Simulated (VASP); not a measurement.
# LuF4 (R3m) in VASP: further runs, part 2 of 2

VASP 6.6.1.

### Step 5. Single point, PBE

This run uses another cell than the first one, of 15.26 Å³/atom.

File INCAR:

```
PREC = Accurate
ENCUT = 520
EDIFF = 1E-6
ISMEAR = 0
SIGMA = 0.1
LREAL = F
LASPH = T
NELM = 60
ALGO = Normal
ISIF = 2
LWAVE = F
LCHARG = T
GGA = PE
LELF = T
LVHAR = T
NBANDS = 34
```

File KPOINTS:

```
Automatic mesh
0
Gamma
  12 12 12
```

File POSCAR:

```
LuF4
1.0
    3.2517649954      1.8774073954      2.0823610001
   -3.2517649954      1.8774073954      2.0823610001
    0.0000000000     -3.7548147909      2.0823610001
Lu F
1 4
Direct
    0.2500769353      0.2500769353      0.2500769353
    0.9043050358      0.9043050358      0.9043050358
    0.3244773683      0.7726601122      0.3244773683
    0.3244773683      0.3244773683      0.7726601122
    0.7726601122      0.3244773683      0.3244773683
```

Potentials or basis: VASP PAW PBE potentials, release 64 (Lu, F).

Launch:

```
> cat potpaw_PBE.64/Lu/POTCAR potpaw_PBE.64/F/POTCAR > POTCAR
> mpirun -np 1 vasp_std > vasp.out
```

OUTCAR:

```text
PREC = Accurate
   ENCUT = 520
   EDIFF = 1E-6
   ISMEAR = 0
   LREAL = F
   LASPH = T
   NELM = 60
   ISIF = 2
   GGA = PE

 ion  position               nearest neighbor table
   1  0.250  0.250  0.250-   2 2.16   3 2.18   5 2.18   4 2.18   5 2.19   3 2.19   4 2.19
   2  0.904  0.904  0.904-   1 2.16
   3  0.324  0.773  0.324-   1 2.18   1 2.19
   4  0.324  0.324  0.773-   1 2.18   1 2.19
   5  0.773  0.324  0.324-   1 2.18   1 2.19

  LATTYP: Found a trigonal (rhomboedric) cell.
 ALAT       =     4.2935837535
 COS(alpha) =    -0.1471716904

  Lattice vectors:

 A1 = (   3.2517649954,   1.8774073954,   2.0823610001)
 A2 = (  -3.2517649954,   1.8774073954,   2.0823610001)
 A3 = (   0.0000000000,  -3.7548147909,   2.0823610001)

Analysis of symmetry for initial positions (statically):
=====================================================================
 Subroutine PRICEL returns:
 Original cell was already a primitive cell.

 Routine SETGRP: Setting up the symmetry group for a
 trigonal (rhombohedral) supercell.

 Subroutine GETGRP returns: Found  6 space group operations
 (whereof  6 operations were pure point group operations)
 out of a pool of 12 trial point group operations.

The static configuration has the point symmetry C_3v.

Analysis of symmetry for dynamics (positions and initial velocities):
=====================================================================
 Subroutine PRICEL returns:
 Original cell was already a primitive cell.

 Routine SETGRP: Setting up the symmetry group for a
 trigonal (rhombohedral) supercell.

 Subroutine GETGRP returns: Found  6 space group operations
 (whereof  6 operations were pure point group operations)
[... 123 lines left out ...]
   ISMEAR =     0;   SIGMA  =   0.10  broadening in eV -4-tet -1-fermi 0-gaus
   EFERMI_NEDOS =   21; number of points for ismear=-14 and -15
   IALGO  =     38    algorithm
   IMIX   =      4    mixing-type and parameters
     AMIX     =   0.40;   BMIX     =  1.00
     AMIX_MAG =   1.60;   BMIX_MAG =  1.00
  volume/ion in A,a.u.               =      15.26       102.95
  Fermi-wavevector in a.u.,A,eV,Ry     =   1.450013  2.740127 28.606750  2.102537
  Thomas-Fermi vector in A             =   2.567673
   LORBIT       =      0    0 simple, 1 ext, 2 COOP (PROOUT), +10 PAW based schemes
   GGA     = PE    functional components
   LHFCALC =     F    Hartree Fock is set to
   AEXX    =    0.0000 exact exchange contribution
   IVDW    =     0    specifies the selected vdW correction
   LEPSILON=     F    determine dielectric tensor
   LRPA    =     F    only Hartree local field effects (RPA)
 non-spin polarized calculation
 Gauss-broadening in eV      SIGMA  =   0.10
  energy-cutoff  :      520.00
  volume of cell :       76.28
 maximum number of plane-waves:      2077
   NGX = 15   NGY = 15   NGZ = 15

 number of electron      52.9999984 magnetization

 Free energy of the ion-electron system (eV)
  ---------------------------------------------------
  ext. energy  EPLUGINS =         0.00000000
  ---------------------------------------------------
  free energy    TOTEN  =       -26.93574854 eV

  energy without entropy =      -26.86429514  energy(sigma->0) =      -26.90002184

 E-fermi :  -3.7654     XC(G=0):  -9.1304

 val. band max:       -3.7664080964   @ k =  -0.3333   0.3333   0.1667
 cond. band min:      -3.7651495472   @ k =  -0.1667   0.5000   0.0833
 fundamental gap:      0.0012585493
 Fermi energy:        -3.7653676421

 k-point     1 :       0.0000    0.0000    0.0000
  band No.  band energies     occupation
      1     -55.9541      2.00000
      2     -26.8555      2.00000
      3     -26.6683      2.00000
      4     -26.6683      2.00000
      5     -24.0108      2.00000
      6     -23.5950      2.00000
[... 877 lines left out ...]
     33       8.1872      0.00000
     34       9.4436      0.00000

 [... further k-points ...]

------------------------ aborting loop because EDIFF is reached ----------------------------------------

  FORCE on cell =-STRESS in cart. coord.  units (eV):
  Direction    XX          YY          ZZ          XY          YZ          ZX
  --------------------------------------------------------------------------------------
  -------------------------------------------------------------------------------------
  Total        0.2740526      0.2740526      0.3694327      0.0000000     -0.0000000     -0.0000000
  in kB        5.7565148      5.7565148      7.7599857      0.0000000     -0.0000000     -0.0000000
  external PRESSURE =       6.4243384 kB  Pullay stress =       0.0000000 kB

 VOLUME and BASIS-vectors are now :
 -----------------------------------------------------------------------------
  energy-cutoff  :      520.00
  volume of cell :       76.28
      direct lattice vectors                 reciprocal lattice vectors
     3.251764995  1.877407395  2.082361000     0.153762649  0.088774907  0.160074710
    -3.251764995  1.877407395  2.082361000    -0.153762649  0.088774907  0.160074710
     0.000000000 -3.754814791  2.082361000     0.000000000 -0.177549814  0.160074710

 POSITION                                       TOTAL-FORCE (eV/Angst)
 -----------------------------------------------------------------------------------
      0.00000     -0.00000      1.56225        -0.000000     -0.000000      0.056664
      0.00000     -0.00000      5.64927        -0.000000      0.000000     -0.124220
     -1.45738      0.84142      2.96032         0.016443     -0.009493      0.022519
      0.00000     -1.68284      2.96032        -0.000000      0.018986      0.022519
      1.45738      0.84142      2.96032        -0.016443     -0.009493      0.022519
 -----------------------------------------------------------------------------------
    total drift:                               -0.000000      0.000000     -0.001196

  FREE ENERGIE OF THE ION-ELECTRON SYSTEM (eV)
  ---------------------------------------------------
  free  energy   TOTEN  =       -26.9357485441 eV

  energy  without entropy=      -26.8642951386  energy(sigma->0) =      -26.90002184
```

OSZICAR:

```text
N       E                     dE             d eps       ncg     rms          rms(c)
DAV:   1     0.492227666584E+03    0.49223E+03   -0.24461E+04 18804   0.471E+03
DAV:   2     0.286178966525E+02   -0.46361E+03   -0.44282E+03 16886   0.718E+02
[... 38 lines left out ...]
DAV:  41    -0.269357668253E+02   -0.71401E-05   -0.60255E-06 16062   0.946E-02    0.399E-02
DAV:  42    -0.269357500590E+02    0.16766E-04   -0.22775E-05 19704   0.333E-01    0.138E-02
DAV:  43    -0.269357484988E+02    0.15601E-05   -0.10679E-05 16866   0.242E-01    0.720E-03
DAV:  44    -0.269357502785E+02   -0.17797E-05   -0.32544E-06 10948   0.106E-01    0.127E-02
DAV:  45    -0.269357486288E+02    0.16497E-05   -0.49650E-06  9844   0.109E-01    0.418E-03
DAV:  46    -0.269357485441E+02    0.84710E-07   -0.72100E-07  7650   0.557E-02
   1 F= -.26935749E+02 E0= -.26900022E+02  d E =-.714534E-01
```

Run time: 8.3 min. Hardware: 1 thread of Intel Xeon 6975P-C (Granite Rapids), shared host; peak memory 0.5 GiB.

Results:

```
Free energy            : -26.9357 eV
Pressure               : 0.6 GPa
Largest force          : 0.124 eV/Å
Band gap on the k mesh : zero (an odd number of electrons rules out a gap without spin polarisation)
```

Forces in eV/Å, atoms in the order of the input:
```
Lu   0.000  0.000  0.057
F    0.000  0.000 -0.124
F    0.016 -0.009  0.023
F    0.000  0.019  0.023
F   -0.016 -0.009  0.023
```

Caveat: spin-orbit coupling is left out, which moves the levels of the heavy elements; an odd number of electrons without spin polarisation forces a metal; a magnetic or distorted state may lie lower.

### Step 6. Overview

```csv
task,cell,k mesh,cutoff (eV),gap on the mesh (eV),pressure (GPa),largest force (eV/Å)
single point,"a = 4.295 Å, angles 97.5°, 5 atoms, atomic positions A",6 × 6 × 6,520,none,0.4,0.14
single point,"a = 4.311 Å, angles 86.2°, 5 atoms, atomic positions B",6 × 6 × 6,520,none,23.9,8.98
relaxation of cell and atoms,"relaxed from a = 4.311 Å, angles 86.2°, 5 atoms, atomic positions B",6 × 6 × 6,600,none,0.0,0.04
single point,"a = 4.294 Å, angles 98.5°, 5 atoms, atomic positions C",12 × 12 × 12,520,none,0.6,0.12
```

Alike in all rows: level PBE; potentials or basis VASP PAW PBE potentials, release 64 (Lu, F); no spin polarisation; smearing gaussian 0.1 eV.

Caveats: spin-orbit coupling is left out, which moves the levels of the heavy elements; an odd number of electrons without spin polarisation forces a metal; a magnetic or distorted state may lie lower; the cell stands under pressure (at least some runs).

Absolute energies hang on the potentials; compare differences alone.
